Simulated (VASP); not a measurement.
ZnSnP2: band structure with PBEsol

Crystal: ZnSnP2.

```
Zn Sn P
1.0
    -2.81272    2.81272    5.63919
     2.81272   -2.81272    5.63919
     2.81272    2.81272   -5.63919
Zn Sn P
2 2 4
Direct
  0.75000 0.25000 0.50000
  0.00000 0.00000 0.00000
  0.25000 0.75000 0.50000
  0.50000 0.50000 0.00000
  0.37500 0.35102 0.47602
  0.64898 0.12500 0.02398
  0.10102 0.62500 0.97602
  0.87500 0.89898 0.52398
```

```json
{
 "Program": "VASP 6.6.1",
 "Task": "band structure",
 "Functional": "PBEsol",
 "Potentials or basis": "VASP PAW PBE potentials, release 64 (Zn, Sn_d, P)",
 "Cutoff": "520 eV",
 "k mesh": "8 × 8 × 8",
 "Occupations": "gaussian, width 0.03 eV",
 "Spin": "no spin polarisation",
 "Further INCAR settings": "ALGO = Fast; EDIFF = 1e-06; NBANDS = 46"
}
```

```
Pressure                : 0.0 GPa
Band gap on the k mesh  : 0.81 eV
Band gap along the path : 0.81 eV
```

Levels at the corners of the path, in eV from the valence-band top:
| point | band 32 | band 33 | band 34 | band 35 | band 36 | band 37 | band 38 | band 39 | band 40 | band 41 |
| --- | --- | --- | --- | --- | --- | --- | --- | --- | --- | --- |
| Γ | -2.60 | -2.60 | -0.01 | 0.00 | 0.00 | 0.81 | 1.25 | 1.49 | 3.28 | 3.28 |
| X | -1.58 | -1.12 | -1.12 | -0.84 | -0.84 | 1.05 | 1.05 | 2.79 | 2.79 | 4.17 |
| X | -1.58 | -1.12 | -1.12 | -0.84 | -0.84 | 1.05 | 1.05 | 2.79 | 2.79 | 4.17 |
| Y | -1.99 | -1.24 | -1.24 | -1.12 | -1.12 | 1.41 | 1.41 | 3.38 | 3.38 | 3.65 |
| Y | -1.99 | -1.24 | -1.24 | -1.12 | -1.12 | 1.41 | 1.41 | 3.38 | 3.38 | 3.65 |
| S | -2.93 | -2.24 | -1.96 | -1.15 | -0.98 | 1.48 | 2.28 | 2.55 | 3.02 | 3.79 |
| S | -2.93 | -2.24 | -1.96 | -1.15 | -0.98 | 1.48 | 2.28 | 2.55 | 3.02 | 3.79 |
| Γ | -2.60 | -2.60 | -0.01 | 0.00 | 0.00 | 0.81 | 1.25 | 1.49 | 3.28 | 3.28 |
| Γ | -2.60 | -2.60 | -0.01 | 0.00 | 0.00 | 0.81 | 1.25 | 1.49 | 3.28 | 3.28 |
| Z | -2.69 | -1.75 | -1.75 | -1.44 | -1.44 | 1.24 | 1.24 | 1.27 | 1.27 | 2.15 |
| Z | -2.69 | -1.75 | -1.75 | -1.44 | -1.44 | 1.24 | 1.24 | 1.27 | 1.27 | 2.15 |
| S1 | -2.93 | -2.24 | -1.96 | -1.15 | -0.98 | 1.48 | 2.28 | 2.55 | 3.02 | 3.79 |
| S1 | -2.93 | -2.24 | -1.96 | -1.15 | -0.98 | 1.48 | 2.28 | 2.55 | 3.02 | 3.79 |
| N | -2.51 | -2.30 | -1.97 | -1.52 | -1.02 | 2.47 | 2.58 | 2.69 | 3.60 | 3.69 |
| N | -2.51 | -2.30 | -1.97 | -1.52 | -1.02 | 2.47 | 2.58 | 2.69 | 3.60 | 3.69 |
| P | -2.26 | -1.12 | -1.12 | -1.10 | -1.10 | 1.62 | 1.62 | 2.67 | 2.67 | 3.88 |
| P | -2.26 | -1.12 | -1.12 | -1.10 | -1.10 | 1.62 | 1.62 | 2.67 | 2.67 | 3.88 |
| Y1 | -1.99 | -1.24 | -1.24 | -1.12 | -1.12 | 1.41 | 1.41 | 3.38 | 3.38 | 3.65 |
| Y1 | -1.99 | -1.24 | -1.24 | -1.12 | -1.12 | 1.41 | 1.41 | 3.38 | 3.38 | 3.65 |
| Z | -2.69 | -1.75 | -1.75 | -1.44 | -1.44 | 1.24 | 1.24 | 1.27 | 1.27 | 2.15 |
| X | -1.58 | -1.12 | -1.12 | -0.84 | -0.84 | 1.05 | 1.05 | 2.79 | 2.79 | 4.17 |
| P | -2.26 | -1.12 | -1.12 | -1.10 | -1.10 | 1.62 | 1.62 | 2.67 | 2.67 | 3.88 |

Core levels (eV, on the scale of the bands):
| atom | levels |
| --- | --- |
| 1 Zn | 1s -9516.8, 2s -1150.3, 2p -996.0, 3s -121.1, 3p -75.3 |
| 2 Zn | 1s -9516.8, 2s -1150.3, 2p -996.0, 3s -121.1, 3p -75.3 |
| 3 Sn | 1s -28998.2, 2s -4369.7, 2p -3921.3, 3s -835.9, 3p -689.4, 3d -464.2, 4s -124.8, 4p -80.6 |
| 4 Sn | 1s -28998.2, 2s -4369.7, 2p -3921.3, 3s -835.9, 3p -689.4, 3d -464.2, 4s -124.8, 4p -80.6 |
| 5 P | 1s -2073.1, 2s -163.3, 2p -113.8 |
| 6 P | 1s -2073.1, 2s -163.3, 2p -113.8 |

Run time: 24 min on 2 MPI ranks on Intel(R) Xeon(R) Platinum 8488C (Sapphire Rapids), with other jobs on the host, peak memory 0.76 GiB a rank.

Caveat: the PAW data sets were made with another functional, which shifts forces and pressure a little; spin-orbit coupling is left out, which moves the levels of the heavy elements.
